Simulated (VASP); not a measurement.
# AlN (P6_3/mmc) in VASP: further runs

AlN is run at these levels: PBEsol; tasks: single point.

Program: VASP 6.6.1. These are calculated values, not measurements. Logs are shortened: lines on timing, memory, paths and dates and some standing lists are left out, and cuts for length are marked.

### Step 1. The cell of the first run

It takes space group P6_3/mmc (No. 194, hexagonal). Conventional cell: a = 3.410 Å, b = 3.410 Å, c = 4.346 Å, α = 90.00°, β = 90.00°, γ = 120.00°. Within 2.6 Å of Al (site symmetry -6m2) lie 5 N at 1.97 to 2.17 Å. N (site symmetry -6m2) has 5 Al at 1.97 to 2.17 Å within 2.6 Å.

### Step 2. Single point, PBEsol (volume 10.942 Å^3 an atom, c/a of the conventional cell 1.2743)

INCAR

```
SYSTEM = AlN
ALGO     = Normal         ! electronic algorithm
EDIFF    = 1E-7           ! SCF threshold, eV
ENCUT    = 520            ! plane-wave cutoff, eV
GGA      = PS             ! functional
ISIF     = 2              ! what is computed and relaxed
ISMEAR   = 0              ! smearing method
LASPH    = .True.         ! aspherical terms in the spheres
LCHARG   = .True.         ! write CHGCAR
LELF     = .True.         ! ELF
LREAL    = .False.        ! projectors in reciprocal space
LVHAR    = .True.       
LWAVE    = .False.        ! write WAVECAR
NBANDS   = 16             ! bands
NELM     = 60             ! most SCF steps
PREC     = Accurate       ! precision mode
SIGMA    = 0.05           ! smearing width, eV
```

KPOINTS

```
k-points
0
Gamma
  9 9 6
  0 0 0
```

POSCAR

```
AlN
1.0
    3.4102388344      0.0000000000      0.0000000000
   -1.7051194172      2.9533534635      0.0000000000
    0.0000000000      0.0000000000      4.3456673467
Al N
2 2
Direct
    0.3333333333      0.6666666667      0.7500000000
    0.6666666667      0.3333333333      0.2500000000
    0.3333333333      0.6666666667      0.2500000000
    0.6666666667      0.3333333333      0.7500000000
```

Potentials or basis: VASP PAW PBE potentials, release 64 (Al, N).

On the command line:

```bash
$ cat potpaw_PBE.64/Al/POTCAR potpaw_PBE.64/N/POTCAR > POTCAR
$ mpirun -np 1 vasp_std > vasp.out
```

OUTCAR:

```text
SYSTEM = AlN
   EDIFF = 1E-7
   ENCUT = 520
   GGA = PS
   ISIF = 2
   ISMEAR = 0
   LASPH = .True.
   LREAL = .False.
   NELM = 60
   PREC = Accurate

 ion  position               nearest neighbor table
   1  0.333  0.667  0.750-   4 1.97   4 1.97   4 1.97   3 2.17   3 2.17   2 2.93   2 2.93   2 2.93
                             2 2.93   2 2.93   2 2.93
   2  0.667  0.333  0.250-   3 1.97   3 1.97   3 1.97   4 2.17   4 2.17   1 2.93   1 2.93   1 2.93
                             1 2.93   1 2.93   1 2.93
   3  0.333  0.667  0.250-   2 1.97   2 1.97   2 1.97   1 2.17   1 2.17
   4  0.667  0.333  0.750-   1 1.97   1 1.97   1 1.97   2 2.17   2 2.17

  LATTYP: Found a hexagonal cell.
 ALAT       =     3.4102388344
 C/A-ratio  =     1.2743000000

  Lattice vectors:

 A1 = (   3.4102388344,   0.0000000000,   0.0000000000)
 A2 = (  -1.7051194172,   2.9533534635,   0.0000000000)
 A3 = (   0.0000000000,   0.0000000000,   4.3456673467)

Analysis of symmetry for initial positions (statically):
=====================================================================
 Subroutine PRICEL returns:
 Original cell was already a primitive cell.

 Routine SETGRP: Setting up the symmetry group for a
 hexagonal supercell.

 Subroutine GETGRP returns: Found 24 space group operations
 (whereof 12 operations were pure point group operations)
 out of a pool of 24 trial point group operations.

The static configuration has the point symmetry D_3d.
 The point group associated with its full space group is D_6h.

Analysis of symmetry for dynamics (positions and initial velocities):
=====================================================================
 Subroutine PRICEL returns:
 Original cell was already a primitive cell.

 Routine SETGRP: Setting up the symmetry group for a
 hexagonal supercell.

 Subroutine GETGRP returns: Found 24 space group operations
 (whereof 12 operations were pure point group operations)
 out of a pool of 24 trial point group operations.

The dynamic configuration has the point symmetry D_3d.
 The point group associated with its full space group is D_6h.

 Subroutine INISYM returns: Found 24 space group operations
 (whereof 12 operations are pure point group operations),
 and found     1 'primitive' translations

----------------------------------------------------------------------------------------

                                     Primitive cell

  volume of cell :      43.7680

  direct lattice vectors                    reciprocal lattice vectors
     3.410238834  0.000000000  0.000000000     0.293234594  0.169299072  0.000000000
    -1.705119417  2.953353464  0.000000000     0.000000000  0.338598144  0.000000000
     0.000000000  0.000000000  4.345667347     0.000000000  0.000000000  0.230114254

  length of vectors
     3.410238834  3.410238834  4.345667347     0.338598144  0.338598144  0.230114254

  position of ions in fractional coordinates (direct lattice)
     0.333333333  0.666666667  0.750000000
     0.666666667  0.333333333  0.250000000
     0.333333333  0.666666667  0.250000000
     0.666666667  0.333333333  0.750000000

  ion indices of the primitive-cell ions
   primitive index   ion index
                 1           1
                 2           2
                 3           3
                 4           4

----------------------------------------------------------------------------------------

 KPOINTS: k-points

Automatic generation of k-mesh.
 Grid dimensions read from file:
 generate k-points for:    9    9    6

 Generating k-lattice:

  Cartesian coordinates                     Fractional coordinates (reciprocal lattice)
     0.032581622  0.018811008  0.000000000     0.111111111  0.000000000  0.000000000
     0.000000000  0.037622016  0.000000000     0.000000000  0.111111111  0.000000000
     0.000000000  0.000000000  0.038352376     0.000000000  0.000000000  0.166666667

  Length of vectors
     0.037622016  0.037622016  0.038352376

  Shift w.r.t. Gamma in fractional coordinates (k-lattice)
     0.000000000  0.000000000  0.000000000

 Subroutine IBZKPT returns following result:
 ===========================================

 Found     48 irreducible k-points:

 Following reciprocal coordinates:
            Coordinates               Weight
  0.000000  0.000000  0.000000      1.000000
  0.111111  0.000000  0.000000      6.000000
  0.222222  0.000000  0.000000      6.000000
  0.333333  0.000000  0.000000      6.000000
  0.444444  0.000000  0.000000      6.000000
  0.111111  0.111111  0.000000      6.000000
[... 16 lines left out ...]
  0.333333  0.222222  0.166667     24.000000
  0.333333  0.333333  0.166667      4.000000
 [... further k-points ...]
   k-points           NKPTS =     48   k-points in BZ     NKDIM =     48   number of bands    NBANDS=     16
   number of dos      NEDOS =    301   number of ions     NIONS =      4
   total plane-waves  NPLWV =  25088
   dimension x,y,z NGX =    28 NGY =   28 NGZ =   32
   dimension x,y,z NGXF=    56 NGYF=   56 NGZF=   64
   ions per type =               2   2
   NGX,Y,Z   is equivalent  to a cutoff of  13.65, 13.65, 12.24 a.u.
   NGXF,Y,Z  is equivalent  to a cutoff of  27.30, 27.30, 24.48 a.u.
 SYSTEM =  AlN
   PREC   = accura    normal or accurate (medium, high low for compatibility)
   ISTART =      0    job   : 0-new  1-cont  2-samecut
   ICHARG =      2    charge: 1-file 2-atom 10-const
   ISPIN  =      1    spin polarized calculation?
   LNONCOLLINEAR =      F non collinear calculations
   LSORBIT =      F    spin-orbit coupling
   LASPH  =      T    aspherical Exc in radial PAW
   ENCUT  =  520.0 eV  38.22 Ry    6.18 a.u.   6.34  6.34  8.08*2*pi/ulx,y,z
   NELM   =     60;   NELMIN=  2; NELMDL= -5     # of ELM steps
   EDIFF  = 0.1E-06   stopping-criterion for ELM
   LREAL  =      F    real-space projection
   EDIFFG = 0.1E-05   stopping-criterion for IOM
   NSW    =      0    number of steps for IOM
   IBRION =     -1    ionic relax: 0-MD 1-quasi-New 2-CG
   NFREE  =      0    steps in history (QN), initial steepest desc. (CG)
   ISIF   =      2    stress and relaxation
   ISYM   =      2    0-nonsym 1-usesym 2-fastsym
   POTIM  = 0.5000    time-step for ionic-motion
   TEBEG  =    0.0;   TEEND  =   0.0 temperature during run
   PSTRESS=    0.0 pullay stress
   NELECT =      16.0000    total number of electrons
   NUPDOWN=      -1.0000    fix difference up-down
   EMIN   =  10.00;   EMAX   =-10.00  energy-range for DOS
   EFERMI =   0.00;   METHOD = LEGACY
   ISMEAR =     0;   SIGMA  =   0.05  broadening in eV -4-tet -1-fermi 0-gaus
   EFERMI_NEDOS =   21; number of points for ismear=-14 and -15
   IALGO  =     38    algorithm
   IMIX   =      4    mixing-type and parameters
     AMIX     =   0.40;   BMIX     =  1.00
     AMIX_MAG =   1.60;   BMIX_MAG =  1.00
  volume/ion in A,a.u.               =      10.94        73.84
  Fermi-wavevector in a.u.,A,eV,Ry     =   1.170566  2.212049 18.643041  1.370225
  Thomas-Fermi vector in A             =   2.307023
   LORBIT       =      0    0 simple, 1 ext, 2 COOP (PROOUT), +10 PAW based schemes
   GGA     = PS    functional components
   LHFCALC =     F    Hartree Fock is set to
   AEXX    =    0.0000 exact exchange contribution
   IVDW    =     0    specifies the selected vdW correction
   LEPSILON=     F    determine dielectric tensor
   LRPA    =     F    only Hartree local field effects (RPA)
 non-spin polarized calculation
 Gauss-broadening in eV      SIGMA  =   0.05
  energy-cutoff  :      520.00
  volume of cell :       43.77
 maximum number of plane-waves:      1194
 NGX is ok and might be reduce to    28
   NGX = 13   NGY = 13   NGZ = 17

 number of electron      16.0000001 magnetization

 Free energy of the ion-electron system (eV)
  ---------------------------------------------------
  ext. energy  EPLUGINS =         0.00000000
  ---------------------------------------------------
  free energy    TOTEN  =       -30.64106751 eV

  energy without entropy =      -30.64106751  energy(sigma->0) =      -30.64106751

 E-fermi :   7.1135     XC(G=0): -10.9374

 val. band max:        6.8566267539   @ k =   0.0000   0.0000   0.0000
 cond. band min:       9.3113054029   @ k =   0.0000   0.0000   0.0000
 fundamental gap:      2.4546786491
 Fermi energy:         7.1134901970

 k-point     1 :       0.0000    0.0000    0.0000
  band No.  band energies     occupation
      1      -9.2139      2.00000
      2      -6.0364      2.00000
      3       0.4665      2.00000
      4       3.8322      2.00000
      5       3.8322      2.00000
      6       5.3662      2.00000
[... 8 lines left out ...]
     15      17.6782      0.00000
     16      18.3640      0.00000

 k-point     2 :       0.1111    0.0000    0.0000
  band No.  band energies     occupation
      1      -9.0862      2.00000
      2      -6.0295      2.00000
      3       0.6097      2.00000
      4       3.3320      2.00000
      5       3.6474      2.00000
      6       4.8351      2.00000
[... 8 lines left out ...]
     15      17.5353      0.00000
     16      17.8107      0.00000

 k-point     3 :       0.2222    0.0000    0.0000
  band No.  band energies     occupation
      1      -8.7213      2.00000
      2      -6.0480      2.00000
      3       1.0269      2.00000
      4       2.2720      2.00000
      5       3.2663      2.00000
      6       3.9103      2.00000
[... 8 lines left out ...]
     15      16.8972      0.00000
     16      18.3104      0.00000

 k-point     4 :       0.3333    0.0000    0.0000
  band No.  band energies     occupation
      1      -8.1848      2.00000
      2      -6.1859      2.00000
      3       1.3035      2.00000
      4       1.6673      2.00000
      5       2.9178      2.00000
      6       3.1248      2.00000
[... 8 lines left out ...]
     15      17.4754      0.00000
     16      18.5834      0.00000
[... 324 lines left out ...]
 k-point    22 :       0.2222    0.2222    0.1667
  band No.  band energies     occupation
      1      -7.7794      2.00000
      2      -6.3804      2.00000
      3       0.9769      2.00000
      4       1.3469      2.00000
      5       2.7871      2.00000
      6       3.3149      2.00000
[... 8 lines left out ...]
     15      17.8292      0.00000
     16      18.9786      0.00000

 k-point    23 :       0.3333    0.2222    0.1667
  band No.  band energies     occupation
      1      -7.2983      2.00000
      2      -6.6045      2.00000
      3       0.7313      2.00000
      4       1.4125      2.00000
      5       2.0507      2.00000
      6       3.8092      2.00000
[... 8 lines left out ...]
     15      17.5946      0.00000
     16      18.9859      0.00000

 k-point    24 :       0.3333    0.3333    0.1667
  band No.  band energies     occupation
      1      -6.9040      2.00000
      2      -6.9040      2.00000
      3       0.8168      2.00000
      4       1.5402      2.00000
      5       1.5402      2.00000
      6       3.9863      2.00000
[... 8 lines left out ...]
     15      17.4436      0.00000
     16      18.7270      0.00000

 [... further k-points ...]
[... 5 lines left out ...]
  --------------------------------------------------------------------------------------
  -------------------------------------------------------------------------------------
  Total       -5.4360941     -5.4360941     -4.9007417      0.0000000      0.0000000      0.0000000
  in kB     -198.9943955   -198.9943955   -179.3972124      0.0000000      0.0000000      0.0000000
  external PRESSURE =    -192.4620011 kB  Pullay stress =       0.0000000 kB

 VOLUME and BASIS-vectors are now :
 -----------------------------------------------------------------------------
  energy-cutoff  :      520.00
  volume of cell :       43.77
      direct lattice vectors                 reciprocal lattice vectors
     3.410238834  0.000000000  0.000000000     0.293234594  0.169299072  0.000000000
    -1.705119417  2.953353464  0.000000000     0.000000000  0.338598144  0.000000000
     0.000000000  0.000000000  4.345667347     0.000000000  0.000000000  0.230114254

 POSITION                                       TOTAL-FORCE (eV/Angst)
 -----------------------------------------------------------------------------------
     -0.00000      1.96890      3.25925        -0.000000      0.000000      0.000000
      1.70512      0.98445      1.08642        -0.000000     -0.000000      0.000000
     -0.00000      1.96890      1.08642        -0.000000      0.000000      0.000000
      1.70512      0.98445      3.25925         0.000000     -0.000000      0.000000
 -----------------------------------------------------------------------------------
    total drift:                               -0.000000      0.000000      0.000000

  FREE ENERGIE OF THE ION-ELECTRON SYSTEM (eV)
  ---------------------------------------------------
  free  energy   TOTEN  =       -30.6410675129 eV

  energy  without entropy=      -30.6410675129  energy(sigma->0) =      -30.64106751
```

Wall time 18 s (1 thread of AMD EPYC 9R45 (Zen 5), shared host); peak memory 0.14 GiB.

What came out:

```yaml
Free_energy: -30.6411 eV
Pressure: -19.2 GPa
Band_gap_on_the_k_mesh: 2.45 eV, direct
```

Caveat: the PAW data sets were made with another functional, which shifts forces and pressure a little.

### Step 3. Single point, PBEsol (volume 10.942 Å^3 an atom, c/a of the conventional cell 1.2341)

INCAR

```
SYSTEM = AlN
PREC = Accurate
ENCUT = 520
EDIFF = 1E-6
ISMEAR = 0
SIGMA = 0.05
LREAL = .FALSE.
LASPH = .TRUE.
NELM = 100
ALGO = Normal
ISIF = 2
LWAVE = .FALSE.
LCHARG = .FALSE.
GGA = PS
NBANDS = 16
```

KPOINTS

```
regular mesh
0
G
  9 9 6
  0 0 0
```

POSCAR

```
AlN
1.0
    3.4468726597      0.0000000000      0.0000000000
   -1.7234363299      2.9850792869      0.0000000000
    0.0000000000      0.0000000000      4.2537855494
Al N
2 2
Direct
    0.3333333333      0.6666666667      0.7500000000
    0.6666666667      0.3333333333      0.2500000000
    0.3333333333      0.6666666667      0.2500000000
    0.6666666667      0.3333333333      0.7500000000
```

Potentials or basis: VASP PAW PBE potentials, release 64 (Al, N).

On the command line:

```bash
$ cat potpaw_PBE.64/Al/POTCAR potpaw_PBE.64/N/POTCAR > POTCAR
$ mpirun -np 1 vasp_std > vasp.out
```

It took 18 s on 1 thread of AMD EPYC 9R45 (Zen 5), shared host; peak memory 0.14 GiB.

Results (log left out):

- Free energy: -30.6220 eV
- Pressure: -19.8 GPa
- Band gap on the k mesh: 2.57 eV, direct

Stress tensor (GPa, compression positive):
```
-21.32   0.00   0.00
  0.00 -21.32   0.00
  0.00   0.00 -16.72
```

Levels at points of the mesh, in eV from the valence-band top:
```csv
k point,band 4,band 5,band 6,band 7,band 8,band 9,band 10,band 11,band 12,band 13
"(0.00, 0.00, 0.00)",-2.98,-2.98,-1.29,-1.29,0.00,2.57,3.61,7.62,7.62,10.50
"(0.00, 0.00, 0.50)",-3.53,-2.17,-2.17,-2.17,-2.17,5.08,5.08,7.82,7.82,7.82
```

Caveat: the PAW data sets were made with another functional, which shifts forces and pressure a little.

### Step 4. Single point, PBEsol (volume 10.942 Å^3 an atom, c/a of the conventional cell 1.3158)

INCAR

```
ALGO     = Normal         # electronic algorithm
EDIFF    = 1E-6           # SCF threshold, eV
ENCUT    = 520            # plane-wave cutoff, eV
GGA      = PS             # functional
ISIF     = 2              # what is computed and relaxed
ISMEAR   = 0              # smearing method
LASPH    = True           # aspherical terms in the spheres
LCHARG   = False          # write CHGCAR
LREAL    = False          # projectors in reciprocal space
LWAVE    = False          # write WAVECAR
NBANDS   = 16             # bands
NELM     = 80             # most SCF steps
PREC     = Accurate       # precision mode
SIGMA    = 0.05           # smearing width, eV
```

KPOINTS

```
k-points
0
Gamma
  9 9 6
```

POSCAR

```
AlN
1.0
    3.3740024686      0.0000000000      0.0000000000
   -1.6870012343      2.9219718502      0.0000000000
    0.0000000000      0.0000000000      4.4395124482
Al N
2 2
Direct
    0.3333333333      0.6666666667      0.7500000000
    0.6666666667      0.3333333333      0.2500000000
    0.3333333333      0.6666666667      0.2500000000
    0.6666666667      0.3333333333      0.7500000000
```

Potentials or basis: VASP PAW PBE potentials, release 64 (Al, N).

On the command line:

```bash
$ cat potpaw_PBE.64/Al/POTCAR potpaw_PBE.64/N/POTCAR > POTCAR
$ mpirun -np 1 vasp_std > vasp.out
```

OUTCAR:

```text
EDIFF = 1E-6
   ENCUT = 520
   GGA = PS
   ISIF = 2
   ISMEAR = 0
   LASPH = True
   LREAL = False
   NELM = 80
   PREC = Accurate

 ion  position               nearest neighbor table
   1  0.333  0.667  0.750-   4 1.95   4 1.95   4 1.95   3 2.22   3 2.22   2 2.95   2 2.95   2 2.95
                             2 2.95   2 2.95   2 2.95
   2  0.667  0.333  0.250-   3 1.95   3 1.95   3 1.95   4 2.22   4 2.22   1 2.95   1 2.95   1 2.95
                             1 2.95   1 2.95   1 2.95
   3  0.333  0.667  0.250-   2 1.95   2 1.95   2 1.95   1 2.22   1 2.22
[... 656 lines left out ...]
 [... further k-points ...]
[... 5 lines left out ...]
  --------------------------------------------------------------------------------------
  -------------------------------------------------------------------------------------
  Total       -4.9064088     -4.9064088     -5.0548171      0.0000000     -0.0000000     -0.0000000
  in kB     -179.6046649   -179.6046649   -185.0373179      0.0000000     -0.0000000     -0.0000000
  external PRESSURE =    -181.4155492 kB  Pullay stress =       0.0000000 kB

 VOLUME and BASIS-vectors are now :
 -----------------------------------------------------------------------------
  energy-cutoff  :      520.00
  volume of cell :       43.77
      direct lattice vectors                 reciprocal lattice vectors
     3.374002469  0.000000000  0.000000000     0.296383897  0.171117323  0.000000000
    -1.687001234  2.921971850  0.000000000     0.000000000  0.342234645  0.000000000
     0.000000000  0.000000000  4.439512448     0.000000000  0.000000000  0.225249960

 POSITION                                       TOTAL-FORCE (eV/Angst)
 -----------------------------------------------------------------------------------
     -0.00000      1.94798      3.32963        -0.000000      0.000000      0.000000
      1.68700      0.97399      1.10988         0.000000     -0.000000      0.000000
     -0.00000      1.94798      1.10988         0.000000      0.000000      0.000000
      1.68700      0.97399      3.32963        -0.000000     -0.000000      0.000000
 -----------------------------------------------------------------------------------
    total drift:                               -0.000000      0.000000      0.000000

  FREE ENERGIE OF THE ION-ELECTRON SYSTEM (eV)
  ---------------------------------------------------
  free  energy   TOTEN  =       -30.6451969261 eV

  energy  without entropy=      -30.6451969261  energy(sigma->0) =      -30.64519693
```

Wall time 19 s (1 thread of AMD EPYC 9R45 (Zen 5), shared host); peak memory 0.14 GiB.

What came out:

```yaml
Free_energy: -30.6452 eV
Pressure: -18.1 GPa
Band_gap_on_the_k_mesh: 2.36 eV, direct
```

Levels at points of the mesh, in eV from the valence-band top:
```tsv
k point	band 4	band 5	band 6	band 7	band 8	band 9	band 10	band 11	band 12	band 13
(0.00, 0.00, 0.00)	-3.05	-3.05	-1.67	-1.67	0.00	2.36	3.64	7.74	7.74	10.26
(0.00, 0.00, 0.50)	-3.70	-2.39	-2.39	-2.39	-2.39	4.84	4.84	8.01	8.01	8.01
```

Caveat: the PAW data sets were made with another functional, which shifts forces and pressure a little.

(Part 1 of 2 ends here.)
